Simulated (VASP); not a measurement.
The system is ZnS.

```
Zn S
1.0
     0.02119    2.71528    2.71528
     2.71528    0.02119    2.71528
     2.71528    2.71528    0.02119
Zn S
1 1
Cartesian
  0.0036 0.0036 0.0036
  1.3593 1.3593 1.3593
```

This cell differs from its parent crystal: strain along [111] +1.2%.

Base run:

```yaml
Program: VASP 6.6.1
Functional: PBE
Potentials_or_basis: VASP PAW PBE potentials, release 64 (Zn, S)
Cutoff: 520 eV
k_mesh: 8 × 8 × 8
Occupations: fermi-dirac, width 0.02 eV
Spin: no spin polarisation
```

Its results: band gap on the k mesh 2.08 eV; pressure 1.5 GPa.

Problem. The run is repeated on the same cell with these changes: functional from PBE to r2SCAN; occupations from fermi-dirac, width 0.02 eV to gaussian, width 0.01 eV. What comes out?

Solution. Band gap on the k mesh 2.64 eV; pressure -0.8 GPa.

Caveats: the PAW data sets were made with another functional, which shifts forces and pressure a little (at least some runs).

